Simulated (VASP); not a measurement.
Crystal: InP.

```
CELL_PARAMETERS angstrom
0.00000 2.76883 2.76883
2.76883 0.00000 2.76883
2.76883 2.76883 0.00000
ATOMIC_POSITIONS crystal
In 0.00000 0.00000 0.00000
P 0.50000 0.50000 0.50000
```

Base run:

- Program: VASP 6.6.1
- Functional: r2SCAN
- Potentials or basis: VASP PAW PBE potentials, release 64 (In_d, P)
- Cutoff: 550 eV
- k mesh: 8 × 8 × 8
- Occupations: fermi-dirac, width 0.05 eV
- Spin: no spin polarisation

Its results: band gap on the k mesh zero (bands 9 and 10 overlap by 2.64 eV); pressure -2.0 GPa.

The run is repeated on the same cell with these changes: functional from r2SCAN to PBEsol; cutoff from 550 eV to 500 eV; occupations from fermi-dirac, width 0.05 eV to gaussian, width 0.02 eV. What comes out?

Band gap on the k mesh zero (bands 9 and 10 overlap by 2.66 eV); pressure -3.4 GPa.

Caveats: the PAW data sets were made with another functional, which shifts forces and pressure a little; spin-orbit coupling is left out, which moves the levels of the heavy elements; the cell stands under tension (at least some runs).
